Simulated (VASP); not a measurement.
# HfB2 (P6/mmm) in VASP: further runs

The runs below take HfB2 through single point, relaxation of cell and atoms, with PBE.

Everything below comes from runs of VASP 6.6.1. Logs are shortened: lines on timing, memory, paths and dates and some standing lists are left out, and cuts for length are marked.

### Step 1. The cell of the first run

It takes space group P6/mmm (No. 191, hexagonal). Conventional cell: a = 3.146 Å, b = 3.146 Å, c = 3.485 Å, α = 90.00°, β = 90.00°, γ = 120.00°. Hf (site symmetry 6/mmm) has 12 B at 2.52 Å and 6 Hf at 3.15 Å within 3.3 Å. Within 2.4 Å of B (site symmetry -6m2) lie 3 B at 1.82 Å.

### Step 2. Single point, PBE

INCAR reads:

```
SYSTEM = HfB2
PREC = Accurate ; ENCUT = 500
EDIFF = 1E-6 ; ISMEAR = -1
SIGMA = 0.05 ; LREAL = .FALSE.
LASPH = .TRUE. ; NELM = 120
ALGO = Normal ; ISIF = 2
LWAVE = .FALSE. ; LCHARG = .FALSE.
GGA = PE ; NBANDS = 15
GGA_COMPAT = .FALSE.
```

KPOINTS reads:

```
regular mesh
0
G
  7 7 6
  0 0 0
```

POSCAR reads:

```
HfB2
1.0
    3.1463552419      0.0000000000      0.0000000000
   -1.5731776210      2.7248235689      0.0000000000
    0.0000000000      0.0000000000      3.4847055638
Hf B
1 2
Direct
    0.0000000000      0.0000000000      0.0000000000
    0.3333333333      0.6666666667      0.5000000000
    0.6666666667      0.3333333333      0.5000000000
```

Potentials or basis: VASP PAW PBE potentials, release 64 (Hf_pv, B).

Run with:

```
cat potpaw_PBE.64/Hf_pv/POTCAR potpaw_PBE.64/B/POTCAR > POTCAR
mpirun -np 1 vasp_std > vasp.out
```

OUTCAR:

```text
SYSTEM = HfB2
   PREC = Accurate
   ENCUT = 500
   EDIFF = 1E-6
   ISMEAR = -1
   LREAL = .FALSE.
   LASPH = .TRUE.
   NELM = 120
   ISIF = 2
   GGA = PE

 ion  position               nearest neighbor table
   1  0.000  0.000  0.000-   2 2.52   3 2.52   2 2.52   3 2.52   3 2.52   3 2.52   2 2.52   2 2.52
                             3 2.52   3 2.52   2 2.52   2 2.52
   2  0.333  0.667  0.500-   3 1.82   3 1.82   3 1.82   1 2.52   1 2.52   1 2.52   1 2.52   1 2.52
                             1 2.52
   3  0.667  0.333  0.500-   2 1.82   2 1.82   2 1.82   1 2.52   1 2.52   1 2.52   1 2.52   1 2.52
                             1 2.52

  LATTYP: Found a hexagonal cell.
 ALAT       =     3.1463552419
 C/A-ratio  =     1.1075372283

  Lattice vectors:

 A1 = (   3.1463552419,   0.0000000000,   0.0000000000)
 A2 = (  -1.5731776210,   2.7248235689,   0.0000000000)
 A3 = (   0.0000000000,   0.0000000000,   3.4847055638)

Analysis of symmetry for initial positions (statically):
=====================================================================
 Subroutine PRICEL returns:
 Original cell was already a primitive cell.

 Routine SETGRP: Setting up the symmetry group for a
 hexagonal supercell.

 Subroutine GETGRP returns: Found 24 space group operations
 (whereof 24 operations were pure point group operations)
 out of a pool of 24 trial point group operations.

The static configuration has the point symmetry D_6h.

Analysis of symmetry for dynamics (positions and initial velocities):
=====================================================================
 Subroutine PRICEL returns:
 Original cell was already a primitive cell.

 Routine SETGRP: Setting up the symmetry group for a
 hexagonal supercell.

 Subroutine GETGRP returns: Found 24 space group operations
 (whereof 24 operations were pure point group operations)
 out of a pool of 24 trial point group operations.

The dynamic configuration has the point symmetry D_6h.

 Subroutine INISYM returns: Found 24 space group operations
 (whereof 24 operations are pure point group operations),
 and found     1 'primitive' translations

----------------------------------------------------------------------------------------

                                     Primitive cell

  volume of cell :      29.8753

  direct lattice vectors                    reciprocal lattice vectors
     3.146355242  0.000000000  0.000000000     0.317828066  0.183498119  0.000000000
    -1.573177621  2.724823569  0.000000000     0.000000000  0.366996238  0.000000000
     0.000000000  0.000000000  3.484705564     0.000000000  0.000000000  0.286968291

  length of vectors
     3.146355242  3.146355242  3.484705564     0.366996238  0.366996238  0.286968291

  position of ions in fractional coordinates (direct lattice)
     0.000000000  0.000000000  0.000000000
     0.333333333  0.666666667  0.500000000
     0.666666667  0.333333333  0.500000000

  ion indices of the primitive-cell ions
   primitive index   ion index
                 1           1
                 2           2
                 3           3

----------------------------------------------------------------------------------------

 KPOINTS: regular mesh

Automatic generation of k-mesh.
 Grid dimensions read from file:
 generate k-points for:    7    7    6

 Generating k-lattice:

  Cartesian coordinates                     Fractional coordinates (reciprocal lattice)
     0.045404009  0.026214017  0.000000000     0.142857143  0.000000000  0.000000000
     0.000000000  0.052428034  0.000000000     0.000000000  0.142857143  0.000000000
     0.000000000  0.000000000  0.047828048     0.000000000  0.000000000  0.166666667

  Length of vectors
     0.052428034  0.052428034  0.047828048

  Shift w.r.t. Gamma in fractional coordinates (k-lattice)
     0.000000000  0.000000000  0.000000000

 Subroutine IBZKPT returns following result:
 ===========================================

 Found     32 irreducible k-points:

 Following reciprocal coordinates:
            Coordinates               Weight
  0.000000  0.000000  0.000000      1.000000
  0.142857 -0.000000  0.000000      6.000000
  0.285714  0.000000  0.000000      6.000000
  0.428571  0.000000  0.000000      6.000000
  0.142857  0.142857  0.000000      6.000000
  0.285714  0.142857  0.000000     12.000000
[... 16 lines left out ...]
  0.428571  0.142857  0.333333     12.000000
  0.285714  0.285714  0.333333     12.000000
 [... further k-points ...]
   k-points           NKPTS =     32   k-points in BZ     NKDIM =     32   number of bands    NBANDS=     15
   number of dos      NEDOS =    301   number of ions     NIONS =      3
   total plane-waves  NPLWV =  16128
   dimension x,y,z NGX =    24 NGY =   24 NGZ =   28
   dimension x,y,z NGXF=    48 NGYF=   48 NGZF=   56
   ions per type =               1   2
   NGX,Y,Z   is equivalent  to a cutoff of  12.68, 12.68, 13.36 a.u.
   NGXF,Y,Z  is equivalent  to a cutoff of  25.36, 25.36, 26.72 a.u.
 SYSTEM =  HfB2
   PREC   = accura    normal or accurate (medium, high low for compatibility)
   ISTART =      0    job   : 0-new  1-cont  2-samecut
   ICHARG =      2    charge: 1-file 2-atom 10-const
   ISPIN  =      1    spin polarized calculation?
   LNONCOLLINEAR =      F non collinear calculations
   LSORBIT =      F    spin-orbit coupling
   LASPH  =      T    aspherical Exc in radial PAW
   ENCUT  =  500.0 eV  36.75 Ry    6.06 a.u.   5.74  5.74  6.35*2*pi/ulx,y,z
   NELM   =    120;   NELMIN=  2; NELMDL= -5     # of ELM steps
   EDIFF  = 0.1E-05   stopping-criterion for ELM
   LREAL  =      F    real-space projection
   EDIFFG = 0.1E-04   stopping-criterion for IOM
   NSW    =      0    number of steps for IOM
   IBRION =     -1    ionic relax: 0-MD 1-quasi-New 2-CG
   NFREE  =      0    steps in history (QN), initial steepest desc. (CG)
   ISIF   =      2    stress and relaxation
   ISYM   =      2    0-nonsym 1-usesym 2-fastsym
   POTIM  = 0.5000    time-step for ionic-motion
   TEBEG  =    0.0;   TEEND  =   0.0 temperature during run
   PSTRESS=    0.0 pullay stress
   NELECT =      16.0000    total number of electrons
   NUPDOWN=      -1.0000    fix difference up-down
   EMIN   =  10.00;   EMAX   =-10.00  energy-range for DOS
   EFERMI =   0.00;   METHOD = LEGACY
   ISMEAR =    -1;   SIGMA  =   0.05  broadening in eV -4-tet -1-fermi 0-gaus
   EFERMI_NEDOS =   21; number of points for ismear=-14 and -15
   IALGO  =     38    algorithm
   IMIX   =      4    mixing-type and parameters
     AMIX     =   0.40;   BMIX     =  1.00
     AMIX_MAG =   1.60;   BMIX_MAG =  1.00
  volume/ion in A,a.u.               =       9.96        67.20
  Fermi-wavevector in a.u.,A,eV,Ry     =   1.329467  2.512327 24.048043  1.767481
  Thomas-Fermi vector in A             =   2.458627
   LORBIT       =      0    0 simple, 1 ext, 2 COOP (PROOUT), +10 PAW based schemes
   GGA     = PE    functional components
   LHFCALC =     F    Hartree Fock is set to
   AEXX    =    0.0000 exact exchange contribution
   IVDW    =     0    specifies the selected vdW correction
   LEPSILON=     F    determine dielectric tensor
   LRPA    =     F    only Hartree local field effects (RPA)
 non-spin polarized calculation
  energy-cutoff  :      500.00
  volume of cell :       29.88
 maximum number of plane-waves:       769
 NGX is ok and might be reduce to    24
   NGX = 11   NGY = 11   NGZ = 13

 number of electron      15.9999997 magnetization

 Free energy of the ion-electron system (eV)
  ---------------------------------------------------
  ext. energy  EPLUGINS =         0.00000000
  ---------------------------------------------------
  free energy    TOTEN  =       -26.39483831 eV

  energy without entropy =      -26.39185466  energy(sigma->0) =      -26.39334649

 E-fermi :   7.4343     XC(G=0): -12.5719

 val. band max:        7.4214372301   @ k =   0.4286   0.1429   0.0000
 cond. band min:       7.6070916120   @ k =   0.1429   0.1429   0.1667
 fundamental gap:      0.1856543818
 Fermi energy:         7.4342914490

 k-point     1 :       0.0000    0.0000    0.0000
  band No.  band energies     occupation
      1     -23.0204      2.00000
      2     -22.5289      2.00000
      3     -22.5289      2.00000
      4      -6.0963      2.00000
      5       4.6431      2.00000
      6       4.7355      2.00000
      7       4.7355      2.00000
      8       4.8475      2.00000
      9      11.6282      0.00000
     10      11.6282      0.00000
     11      12.2668      0.00000
     12      12.2668      0.00000
     13      12.5686      0.00000
     14      12.5905      0.00000
     15      12.5905      0.00000

 k-point     2 :       0.1429   -0.0000    0.0000
  band No.  band energies     occupation
      1     -22.9961      2.00000
      2     -22.6771      2.00000
      3     -22.5619      2.00000
      4      -5.6654      2.00000
      5       3.6189      2.00000
      6       4.5098      2.00000
      7       4.6940      2.00000
      8       5.0407      2.00000
      9      10.3263      0.00000
     10      11.3209      0.00000
     11      11.3438      0.00000
     12      11.9768      0.00000
     13      13.4689      0.00000
     14      14.2441      0.00000
     15      14.5809      0.00000
[... 365 lines left out ...]
      3     -22.7705      2.00000
      4      -2.2171      2.00000
      5      -0.6420      2.00000
      6       2.2855      2.00000
      7       4.0694      2.00000
      8       4.6032      2.00000
      9      10.5069      0.00000
     10      12.9491      0.00000
     11      13.0217      0.00000
     12      14.3077      0.00000
     13      15.4185      0.00000
     14      15.6746      0.00000
     15      17.2857      0.00000

 k-point    24 :       0.2857    0.2857    0.3333
  band No.  band energies     occupation
      1     -23.0989      2.00000
      2     -23.0489      2.00000
      3     -22.9103      2.00000
      4      -1.9889      2.00000
      5      -0.5696      2.00000
      6       1.6081      2.00000
      7       4.3001      2.00000
      8       4.6584      2.00000
      9      11.3503      0.00000
     10      12.8384      0.00000
     11      13.0234      0.00000
     12      14.1705      0.00000
     13      14.4559      0.00000
     14      15.9911      0.00000
     15      17.6260      0.00000

 [... further k-points ...]

------------------------ aborting loop because EDIFF is reached ----------------------------------------

  FORCE on cell =-STRESS in cart. coord.  units (eV):
  Direction    XX          YY          ZZ          XY          YZ          ZX
  --------------------------------------------------------------------------------------
  -------------------------------------------------------------------------------------
  Total       -0.0851097     -0.0851097     -0.0320950      0.0000000      0.0000000      0.0000000
  in kB       -4.5643334     -4.5643334     -1.7212197      0.0000000      0.0000000      0.0000000
  external PRESSURE =      -3.6166288 kB  Pullay stress =       0.0000000 kB

 VOLUME and BASIS-vectors are now :
 -----------------------------------------------------------------------------
  energy-cutoff  :      500.00
  volume of cell :       29.88
      direct lattice vectors                 reciprocal lattice vectors
     3.146355242  0.000000000  0.000000000     0.317828066  0.183498119  0.000000000
    -1.573177621  2.724823569  0.000000000     0.000000000  0.366996238  0.000000000
     0.000000000  0.000000000  3.484705564     0.000000000  0.000000000  0.286968291

 POSITION                                       TOTAL-FORCE (eV/Angst)
 -----------------------------------------------------------------------------------
      0.00000      0.00000      0.00000         0.000000      0.000000     -0.000000
     -0.00000      1.81655      1.74235        -0.000000     -0.000000      0.000000
      1.57318      0.90827      1.74235         0.000000      0.000000     -0.000000
 -----------------------------------------------------------------------------------
    total drift:                               -0.000000      0.000000      0.000000

  FREE ENERGIE OF THE ION-ELECTRON SYSTEM (eV)
  ---------------------------------------------------
  free  energy   TOTEN  =       -26.3948383141 eV

  energy  without entropy=      -26.3918546602  energy(sigma->0) =      -26.39334649
```

It took 7.2 s on 1 thread of Intel Xeon 6975P-C (Granite Rapids), shared host; peak memory 0.15 GiB.

Results:

* Free energy: -26.3948 eV
* Pressure: -0.4 GPa
* Band gap on the k mesh: zero (band 8 reaches 8.41 eV, above the bottom of band 9 at 7.42 eV)

Caveat: spin-orbit coupling is left out, which moves the levels of the heavy elements.

### Step 3. Single point, PBE

INCAR reads:

```
PREC = Accurate ; ENCUT = 500
EDIFF = 1E-6 ; ISMEAR = -1
SIGMA = 0.05 ; LREAL = F
LASPH = T ; NELM = 120
ALGO = Normal ; ISIF = 2
LWAVE = F ; LCHARG = F
GGA = PE ; NBANDS = 15
GGA_COMPAT = F
```

KPOINTS reads:

```
Automatic mesh
0
Gamma
  7 7 6
```

POSCAR is that of step 2.

Potentials or basis: VASP PAW PBE potentials, release 64 (Hf_pv, B).

Run with:

```
cat potpaw_PBE.64/Hf_pv/POTCAR potpaw_PBE.64/B/POTCAR > POTCAR
mpirun -np 1 vasp_std > vasp.out
```

It took 6 s on 1 thread of Intel Xeon 6975P-C (Granite Rapids), shared host; peak memory 0.14 GiB.

The run converged. Its results:

```yaml
Free_energy: -26.3948 eV
Pressure: -0.4 GPa
Band_gap_on_the_k_mesh: zero (band 8 reaches 8.41 eV, above the bottom of band 9 at 7.42 eV)
```

Stress tensor (GPa, compression positive):
```
-0.46  0.00  0.00
 0.00 -0.46  0.00
 0.00  0.00 -0.17
```

Levels at points of the mesh, in eV from the Fermi level:
```
           k point  band 6  band 7  band 8  band 9  band 10  band 11
(0.00, 0.00, 0.00)   -2.70   -2.70   -2.59    4.19     4.19     4.83
(0.00, 0.00, 0.50)   -1.01   -1.01    0.50    0.50     1.19     1.19
```

Caveat: spin-orbit coupling is left out, which moves the levels of the heavy elements.

### Step 4. Single point, PBE

This run uses another cell than the first one, of 10.16 Å³/atom, 1.020 times its volume.

INCAR reads:

```
SYSTEM = HfB2
ALGO = Normal
EDIFF = 1E-6
ENCUT = 500
GGA = PE
GGA_COMPAT = .False.
ISIF = 2
ISMEAR = -1
LASPH = .True.
LCHARG = .False.
LREAL = .False.
LWAVE = .False.
NBANDS = 15
NELM = 120
PREC = Accurate
SIGMA = 0.05
```

KPOINTS reads:

```
k-points
0
Gamma
  7 7 6
  0 0 0
```

POSCAR reads:

```
HfB2
1.0
    3.1671926389      0.0000000000      0.0000000000
   -1.5835963194      2.7428692840      0.0000000000
    0.0000000000      0.0000000000      3.5077837566
Hf B
1 2
Direct
    0.0000000000      0.0000000000      0.0000000000
    0.3333333333      0.6666666667      0.5000000000
    0.6666666667      0.3333333333      0.5000000000
```

Run with:

```
cat potpaw_PBE.64/Hf_pv/POTCAR potpaw_PBE.64/B/POTCAR > POTCAR
mpirun -np 1 vasp_std > vasp.out
```

Run time: 6.2 s. Hardware: 1 thread of Intel Xeon 6975P-C (Granite Rapids), shared host; peak memory 0.14 GiB.

Results (log left out):

```yaml
Free_energy: -26.3846 eV
Pressure: -5.2 GPa
Band_gap_on_the_k_mesh: zero (band 8 reaches 8.24 eV, above the bottom of band 9 at 7.27 eV)
```

Stress tensor (GPa, compression positive):
```
-5.46  0.00  0.00
 0.00 -5.46  0.00
 0.00  0.00 -4.59
```

Levels at points of the mesh, in eV from the Fermi level:
| k point | band 6 | band 7 | band 8 | band 9 | band 10 | band 11 |
| --- | --- | --- | --- | --- | --- | --- |
| (0.00, 0.00, 0.00) | -2.66 | -2.66 | -2.59 | 4.09 | 4.09 | 4.72 |
| (0.00, 0.00, 0.50) | -1.00 | -1.00 | 0.49 | 0.49 | 1.17 | 1.17 |

Caveat: spin-orbit coupling is left out, which moves the levels of the heavy elements.

### Step 5. Single point, PBE

This run uses another cell than the first one, of 9.76 Å³/atom, 0.980 times its volume.

INCAR reads:

```
SYSTEM = HfB2
ALGO = Normal
EDIFF = 1E-6
ENCUT = 500
GGA = PE
GGA_COMPAT = .FALSE.
ISIF = 2
ISMEAR = -1
LASPH = .TRUE.
LCHARG = .FALSE.
LREAL = .FALSE.
LWAVE = .FALSE.
NBANDS = 15
NELM = 120
PREC = Accurate
SIGMA = 0.05
```

KPOINTS reads:

```
k-points
0
G
  8 8 6
  0 0 0
```

POSCAR reads:

```
HfB2
1.0
    3.1252381275      0.0000000000      0.0000000000
   -1.5626190638      2.7065356113      0.0000000000
    0.0000000000      0.0000000000      3.4613175734
Hf B
1 2
Direct
    0.0000000000      0.0000000000      0.0000000000
    0.3333333333      0.6666666667      0.5000000000
    0.6666666667      0.3333333333      0.5000000000
```

Run with:

```
cat potpaw_PBE.64/Hf_pv/POTCAR potpaw_PBE.64/B/POTCAR > POTCAR
mpirun -np 1 vasp_std > vasp.out
```

Run time: 7.8 s. Hardware: 1 thread of Intel Xeon 6975P-C (Granite Rapids), shared host; peak memory 0.15 GiB.

It converged, with:

```yaml
Free_energy: -26.3903 eV
Pressure: 4.9 GPa
Band_gap_on_the_k_mesh: zero (band 8 reaches 8.59 eV, above the bottom of band 9 at 8.01 eV)
```

Stress tensor (GPa, compression positive):
```
4.98 0.00 0.00
0.00 4.98 0.00
0.00 0.00 4.74
```

Levels at points of the mesh, in eV from the Fermi level:
```csv
k point,band 6,band 7,band 8,band 9,band 10,band 11
"(0.00, 0.00, 0.00)",-3.09,-3.09,-2.93,3.94,3.94,4.59
"(0.50, 0.00, 0.00)",-4.34,-3.62,-3.07,1.98,2.62,5.53
"(0.00, 0.00, 0.50)",-1.37,-1.37,0.16,0.16,0.86,0.86
"(0.50, 0.00, 0.50)",-5.19,-4.92,-2.80,3.92,4.09,6.22
```

Caveat: spin-orbit coupling is left out, which moves the levels of the heavy elements.

### Step 6. Relaxation of cell and atoms, PBE

INCAR reads:

```
ALGO = Normal ; EDIFF = 1E-7
EDIFFG = -0.03 ; ENCUT = 500
GGA = PE ; GGA_COMPAT = False
IBRION = 2 ; ISIF = 3
ISMEAR = -1 ; LASPH = True
LCHARG = False ; LREAL = False
LWAVE = False ; NELM = 120
NELMIN = 4 ; NSW = 80
PREC = Accurate ; SIGMA = 0.05
```

KPOINTS reads:

```
k-points
0
Gamma
  7 7 6
```

POSCAR reads:

```
HfB2
1.0
    3.1463552419      0.0000000000      0.0000000000
   -1.5731776210      2.7248235689      0.0000000000
    0.0000000000      0.0000000000      3.4847055638
Hf B
1 2
Direct
    0.0000000000      0.0000000000      0.0000000000
    0.3333333333      0.6666666667      0.5000000000
    0.6666666667      0.3333333333      0.5000000000
```

Potentials or basis: VASP PAW PBE potentials, release 64 (Hf_pv, B).

Run with:

```
cat potpaw_PBE.64/Hf_pv/POTCAR potpaw_PBE.64/B/POTCAR > POTCAR
mpirun -np 1 vasp_std > vasp.out
```

Run time: 5.8 s. Hardware: 1 thread of Intel Xeon 6975P-C (Granite Rapids), shared host; peak memory 0.14 GiB.

It converged, with:

* Free energy: -26.3948 eV
* Pressure after relaxing: -0.4 GPa
* Band gap on the k mesh: zero (band 8 reaches 8.41 eV, above the bottom of band 9 at 7.42 eV)

Stress tensor (GPa, compression positive):
```
-0.46  0.00  0.00
 0.00 -0.46  0.00
 0.00  0.00 -0.18
```

Final structure:
```
Hf B
1.0
     3.14636    0.00000    0.00000
    -1.57318    2.72482    0.00000
     0.00000    0.00000    3.48471
Hf B
1 2
Direct
  0.00000 0.00000 0.00000
  0.33333 0.66667 0.50000
  0.66667 0.33333 0.50000
```

Levels at points of the mesh, in eV from the Fermi level:
| k point | band 4 | band 5 | band 6 | band 7 | band 8 | band 9 | band 10 | band 11 | band 12 |
| --- | --- | --- | --- | --- | --- | --- | --- | --- | --- |
| (0.00, 0.00, 0.00) | -13.53 | -2.79 | -2.70 | -2.70 | -2.59 | 4.19 | 4.19 | 4.83 | 4.83 |
| (0.00, 0.00, 0.50) | -11.15 | -8.15 | -1.01 | -1.01 | 0.50 | 0.50 | 1.19 | 1.19 | 2.42 |

Caveat: the relaxation stopped at its first step, so nothing moved; spin-orbit coupling is left out, which moves the levels of the heavy elements.

### Step 7. Overview

```tsv
task	cell	k mesh	gap on the mesh (eV)	pressure (GPa)
single point	a = 3.146, b = 3.146, c = 3.485 Å, angles 90.0, 90.0, 120.0°, 3 atoms	7 × 7 × 6	none	-0.4
single point	a = 3.167, b = 3.167, c = 3.508 Å, angles 90.0, 90.0, 120.0°, 3 atoms	7 × 7 × 6	none	-5.2
single point	a = 3.125, b = 3.125, c = 3.461 Å, angles 90.0, 90.0, 120.0°, 3 atoms	8 × 8 × 6	none	4.9
relaxation of cell and atoms	relaxed from a = 3.146, b = 3.146, c = 3.485 Å, angles 90.0, 90.0, 120.0°, 3 atoms	7 × 7 × 6	none	-0.4
```

Alike in all rows: level PBE; potentials or basis VASP PAW PBE potentials, release 64 (Hf_pv, B); no spin polarisation; cutoff (eV) 500; smearing fermi-dirac 0.05 eV.

Caveats: spin-orbit coupling is left out, which moves the levels of the heavy elements; the relaxation stopped at its first step, so nothing moved (some runs).

Absolute energies hang on the potentials; compare differences alone.
